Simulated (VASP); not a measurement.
# IrO2 (P4_2/mnm) in VASP: single point with PBEsol

Aim: the single point of IrO2 with PBEsol.

Program: VASP 6.6.1. These are calculated values, not measurements. Logs are shortened: lines on timing, memory, paths and dates and some standing lists are left out, and cuts for length are marked.

## Step 1: The cell of the first run

Symmetry: P4_2/mnm, No. 136, tetragonal system. Conventional cell: a = 4.472 Å, b = 4.472 Å, c = 3.154 Å, α = 90.00°, β = 90.00°, γ = 90.00°. Within 2.6 Å of Ir (site symmetry mmm) lie 6 O at 1.95 to 1.99 Å. O (site symmetry m2m) has 3 Ir at 1.95 to 1.99 Å and 1 O at 2.42 Å within 2.6 Å.

## Step 2: Single point, PBEsol

Contents of INCAR:

```
PREC = Accurate ; ENCUT = 700
EDIFF = 1E-6 ; ISMEAR = 0
SIGMA = 0.1 ; LREAL = F
LASPH = T ; NELM = 120
ALGO = Normal ; ISIF = 2
LWAVE = F ; LCHARG = F
GGA = PS ; NBANDS = 38
GGA_COMPAT = F
```

Contents of KPOINTS:

```
Automatic mesh
0
Gamma
  8 8 12
```

Contents of POSCAR:

```
IrO2
1.0
    4.4715486951      0.0000000000      0.0000000000
    0.0000000000      4.4715486951      0.0000000000
    0.0000000000      0.0000000000      3.1535442803
Ir O
2 4
Direct
    0.5000000000      0.5000000000      0.5000000000
    0.0000000000      0.0000000000      0.0000000000
    0.6912179780      0.6912179780      0.0000000000
    0.8087820220      0.1912179780      0.5000000000
    0.3087820220      0.3087820220      0.0000000000
    0.1912179780      0.8087820220      0.5000000000
```

Potentials or basis: VASP PAW PBE potentials, release 64 (Ir_sv_GW, O).

On the command line:

```console
$ cat potpaw_PBE.64/Ir_sv_GW/POTCAR potpaw_PBE.64/O/POTCAR > POTCAR
$ mpirun -np 1 vasp_std > vasp.out
```

OUTCAR:

```text
PREC = Accurate
   ENCUT = 700
   EDIFF = 1E-6
   ISMEAR = 0
   LREAL = F
   LASPH = T
   NELM = 120
   ISIF = 2
   GGA = PS

 ion  position               nearest neighbor table
   1  0.500  0.500  0.500-   4 1.95   6 1.95   5 1.99   3 1.99   3 1.99   5 1.99
   2  0.000  0.000  0.000-   3 1.95   5 1.95   4 1.99   6 1.99   4 1.99   6 1.99
   3  0.691  0.691  0.000-   2 1.95   1 1.99   1 1.99
   4  0.809  0.191  0.500-   1 1.95   2 1.99   2 1.99
   5  0.309  0.309  0.000-   2 1.95   1 1.99   1 1.99
   6  0.191  0.809  0.500-   1 1.95   2 1.99   2 1.99

  LATTYP: Found a simple tetragonal cell.
 ALAT       =     4.4715486951
 C/A-ratio  =     0.7052465477

  Lattice vectors:

 A1 = (   4.4715486951,   0.0000000000,   0.0000000000)
 A2 = (   0.0000000000,   4.4715486951,   0.0000000000)
 A3 = (   0.0000000000,   0.0000000000,   3.1535442803)

Analysis of symmetry for initial positions (statically):
=====================================================================
 Subroutine PRICEL returns:
 Original cell was already a primitive cell.

 Routine SETGRP: Setting up the symmetry group for a
 simple tetragonal supercell.

 Subroutine GETGRP returns: Found 16 space group operations
 (whereof  8 operations were pure point group operations)
 out of a pool of 16 trial point group operations.

The static configuration has the point symmetry D_2h.
 The point group associated with its full space group is D_4h.

Analysis of symmetry for dynamics (positions and initial velocities):
=====================================================================
 Subroutine PRICEL returns:
 Original cell was already a primitive cell.

 Routine SETGRP: Setting up the symmetry group for a
 simple tetragonal supercell.

 Subroutine GETGRP returns: Found 16 space group operations
 (whereof  8 operations were pure point group operations)
 out of a pool of 16 trial point group operations.

The dynamic configuration has the point symmetry D_2h.
 The point group associated with its full space group is D_4h.

 Subroutine INISYM returns: Found 16 space group operations
 (whereof  8 operations are pure point group operations),
 and found     1 'primitive' translations

----------------------------------------------------------------------------------------

                                     Primitive cell

  volume of cell :      63.0543

  direct lattice vectors                    reciprocal lattice vectors
     4.471548695  0.000000000  0.000000000     0.223636165  0.000000000  0.000000000
     0.000000000  4.471548695  0.000000000     0.000000000  0.223636165  0.000000000
     0.000000000  0.000000000  3.153544280     0.000000000  0.000000000  0.317103523

  length of vectors
     4.471548695  4.471548695  3.153544280     0.223636165  0.223636165  0.317103523

  position of ions in fractional coordinates (direct lattice)
     0.500000000  0.500000000  0.500000000
     0.000000000  0.000000000  0.000000000
     0.691217978  0.691217978  0.000000000
     0.808782022  0.191217978  0.500000000
     0.308782022  0.308782022  0.000000000
     0.191217978  0.808782022  0.500000000

  ion indices of the primitive-cell ions
   primitive index   ion index
                 1           1
                 2           2
                 3           3
                 4           4
                 5           5
                 6           6

----------------------------------------------------------------------------------------

 KPOINTS: Automatic mesh

Automatic generation of k-mesh.
 Grid dimensions read from file:
 generate k-points for:    8    8   12

 Generating k-lattice:

  Cartesian coordinates                     Fractional coordinates (reciprocal lattice)
     0.027954521  0.000000000  0.000000000     0.125000000  0.000000000  0.000000000
     0.000000000  0.027954521  0.000000000     0.000000000  0.125000000  0.000000000
     0.000000000  0.000000000  0.026425294     0.000000000  0.000000000  0.083333333

  Length of vectors
     0.027954521  0.027954521  0.026425294

  Shift w.r.t. Gamma in fractional coordinates (k-lattice)
     0.000000000  0.000000000  0.000000000

 Subroutine IBZKPT returns following result:
 ===========================================

 Found    105 irreducible k-points:

 Following reciprocal coordinates:
            Coordinates               Weight
  0.000000  0.000000  0.000000      1.000000
  0.125000  0.000000  0.000000      4.000000
  0.250000  0.000000  0.000000      4.000000
  0.375000  0.000000  0.000000      4.000000
  0.500000  0.000000  0.000000      2.000000
  0.125000  0.125000  0.000000      4.000000
[... 16 lines left out ...]
  0.375000  0.125000  0.083333     16.000000
  0.500000  0.125000  0.083333      8.000000
 [... further k-points ...]
   k-points           NKPTS =    105   k-points in BZ     NKDIM =    105   number of bands    NBANDS=     38
   number of dos      NEDOS =    301   number of ions     NIONS =      6
   total plane-waves  NPLWV =  44800
   dimension x,y,z NGX =    40 NGY =   40 NGZ =   28
   dimension x,y,z NGXF=    80 NGYF=   80 NGZF=   56
   ions per type =               2   4
   NGX,Y,Z   is equivalent  to a cutoff of  14.87, 14.87, 14.76 a.u.
   NGXF,Y,Z  is equivalent  to a cutoff of  29.74, 29.74, 29.52 a.u.
 SYSTEM =  unknown system
   PREC   = accura    normal or accurate (medium, high low for compatibility)
   ISTART =      0    job   : 0-new  1-cont  2-samecut
   ICHARG =      2    charge: 1-file 2-atom 10-const
   ISPIN  =      1    spin polarized calculation?
   LNONCOLLINEAR =      F non collinear calculations
   LSORBIT =      F    spin-orbit coupling
   LASPH  =      T    aspherical Exc in radial PAW
   ENCUT  =  700.0 eV  51.45 Ry    7.17 a.u.   9.65  9.65  6.80*2*pi/ulx,y,z
   NELM   =    120;   NELMIN=  2; NELMDL= -5     # of ELM steps
   EDIFF  = 0.1E-05   stopping-criterion for ELM
   LREAL  =      F    real-space projection
   EDIFFG = 0.1E-04   stopping-criterion for IOM
   NSW    =      0    number of steps for IOM
   IBRION =     -1    ionic relax: 0-MD 1-quasi-New 2-CG
   NFREE  =      0    steps in history (QN), initial steepest desc. (CG)
   ISIF   =      2    stress and relaxation
   ISYM   =      2    0-nonsym 1-usesym 2-fastsym
   POTIM  = 0.5000    time-step for ionic-motion
   TEBEG  =    0.0;   TEEND  =   0.0 temperature during run
   PSTRESS=    0.0 pullay stress
   NELECT =      58.0000    total number of electrons
   NUPDOWN=      -1.0000    fix difference up-down
   EMIN   =  10.00;   EMAX   =-10.00  energy-range for DOS
   EFERMI =   0.00;   METHOD = LEGACY
   ISMEAR =     0;   SIGMA  =   0.10  broadening in eV -4-tet -1-fermi 0-gaus
   EFERMI_NEDOS =   21; number of points for ismear=-14 and -15
   IALGO  =     38    algorithm
   IMIX   =      4    mixing-type and parameters
     AMIX     =   0.40;   BMIX     =  1.00
     AMIX_MAG =   1.60;   BMIX_MAG =  1.00
  volume/ion in A,a.u.               =      10.51        70.92
  Fermi-wavevector in a.u.,A,eV,Ry     =   1.592133  3.008694 34.489216  2.534886
  Thomas-Fermi vector in A             =   2.690565
   LORBIT       =      0    0 simple, 1 ext, 2 COOP (PROOUT), +10 PAW based schemes
   GGA     = PS    functional components
   LHFCALC =     F    Hartree Fock is set to
   AEXX    =    0.0000 exact exchange contribution
   IVDW    =     0    specifies the selected vdW correction
   LEPSILON=     F    determine dielectric tensor
   LRPA    =     F    only Hartree local field effects (RPA)
 non-spin polarized calculation
 Gauss-broadening in eV      SIGMA  =   0.10
  energy-cutoff  :      700.00
  volume of cell :       63.05
 maximum number of plane-waves:      2697
 NGX is ok and might be reduce to    40
   NGX = 19   NGY = 19   NGZ = 13

 number of electron      57.9999995 magnetization

 Free energy of the ion-electron system (eV)
  ---------------------------------------------------
  ext. energy  EPLUGINS =         0.00000000
  ---------------------------------------------------
  free energy    TOTEN  =       -47.00686673 eV

  energy without entropy =      -46.99483109  energy(sigma->0) =      -47.00084891

 E-fermi :   7.4248     XC(G=0): -12.6279

 val. band max:        7.4181265729   @ k =   0.3750   0.3750   0.1667
 cond. band min:       7.4346855144   @ k =   0.2500   0.0000   0.3333
 fundamental gap:      0.0165589414
 Fermi energy:         7.4247662134

 k-point     1 :       0.0000    0.0000    0.0000
  band No.  band energies     occupation
      1     -86.1762      2.00000
      2     -86.1744      2.00000
      3     -43.0655      2.00000
      4     -43.0655      2.00000
      5     -42.9632      2.00000
      6     -42.9463      2.00000
[... 30 lines left out ...]
     37      15.7055      0.00000
     38      19.3667      0.00000

 k-point     2 :       0.1250    0.0000    0.0000
  band No.  band energies     occupation
      1     -86.1761      2.00000
      2     -86.1744      2.00000
      3     -43.0652      2.00000
      4     -43.0652      2.00000
      5     -42.9625      2.00000
      6     -42.9469      2.00000
[... 30 lines left out ...]
     37      15.7788      0.00000
     38      19.2265      0.00000

 k-point     3 :       0.2500    0.0000    0.0000
  band No.  band energies     occupation
      1     -86.1758      2.00000
      2     -86.1745      2.00000
      3     -43.0646      2.00000
      4     -43.0646      2.00000
      5     -42.9607      2.00000
      6     -42.9487      2.00000
[... 30 lines left out ...]
     37      16.0401      0.00000
     38      18.7975      0.00000

 k-point     4 :       0.3750    0.0000    0.0000
  band No.  band energies     occupation
      1     -86.1755      2.00000
      2     -86.1748      2.00000
      3     -43.0640      2.00000
      4     -43.0640      2.00000
      5     -42.9579      2.00000
      6     -42.9515      2.00000
[... 30 lines left out ...]
     37      16.5496      0.00000
     38      18.1000      0.00000
[... 703 lines left out ...]
      4     -43.0636      2.00000
      5     -42.9677      2.00000
      6     -42.9570      2.00000
[... 30 lines left out ...]
     37      16.3293      0.00000
     38      18.6834      0.00000

 k-point    23 :       0.3750    0.1250    0.0833
  band No.  band energies     occupation
      1     -86.1753      2.00000
      2     -86.1747      2.00000
      3     -43.0645      2.00000
      4     -43.0635      2.00000
      5     -42.9652      2.00000
      6     -42.9594      2.00000
[... 30 lines left out ...]
     37      16.7641      0.00000
     38      18.1114      0.00000

 k-point    24 :       0.5000    0.1250    0.0833
  band No.  band energies     occupation
      1     -86.1750      2.00000
      2     -86.1750      2.00000
      3     -43.0639      2.00000
      4     -43.0639      2.00000
      5     -42.9623      2.00000
      6     -42.9623      2.00000
[... 30 lines left out ...]
     37      17.4140      0.00000
     38      17.4140      0.00000

 [... further k-points ...]
[... 5 lines left out ...]
  --------------------------------------------------------------------------------------
  -------------------------------------------------------------------------------------
  Total       -0.1190624     -0.1190624     -0.0957943     -0.0000000      0.0000000      0.0000000
  in kB       -3.0253127     -3.0253127     -2.4340842     -0.0000000      0.0000000      0.0000000
  external PRESSURE =      -2.8282365 kB  Pullay stress =       0.0000000 kB

 VOLUME and BASIS-vectors are now :
 -----------------------------------------------------------------------------
  energy-cutoff  :      700.00
  volume of cell :       63.05
      direct lattice vectors                 reciprocal lattice vectors
     4.471548695  0.000000000  0.000000000     0.223636165  0.000000000  0.000000000
     0.000000000  4.471548695  0.000000000     0.000000000  0.223636165  0.000000000
     0.000000000  0.000000000  3.153544280     0.000000000  0.000000000  0.317103523

 POSITION                                       TOTAL-FORCE (eV/Angst)
 -----------------------------------------------------------------------------------
      2.23577      2.23577      1.57677        -0.000000      0.000000      0.000000
      0.00000      0.00000      0.00000        -0.000000      0.000000      0.000000
      3.09081      3.09081      0.00000         0.005897      0.005897      0.000000
      3.61651      0.85504      1.57677        -0.005897      0.005897      0.000000
      1.38073      1.38073      0.00000        -0.005897     -0.005897     -0.000000
      0.85504      3.61651      1.57677         0.005897     -0.005897     -0.000000
 -----------------------------------------------------------------------------------
    total drift:                                0.000000     -0.000000     -0.000000

  FREE ENERGIE OF THE ION-ELECTRON SYSTEM (eV)
  ---------------------------------------------------
  free  energy   TOTEN  =       -47.0068667272 eV

  energy  without entropy=      -46.9948310879  energy(sigma->0) =      -47.00084891
```

Wall time 11 min (1 thread of AMD EPYC 7R43 (Zen 3), shared host); peak memory 0.38 GiB.

Results:

```
Free energy            : -47.0069 eV
Pressure               : -0.3 GPa
Largest force          : 0.008 eV/Å
Band gap on the k mesh : zero (bands 29 and 30 overlap by 1.41 eV)
```

Forces on the atoms (eV/Å):
```
Ir   0.000  0.000  0.000
Ir   0.000  0.000  0.000
O    0.006  0.006  0.000
O   -0.006  0.006  0.000
O   -0.006 -0.006  0.000
O    0.006 -0.006  0.000
```

Caveat: the PAW data sets were made with another functional, which shifts forces and pressure a little; spin-orbit coupling is left out, which moves the levels of the heavy elements.
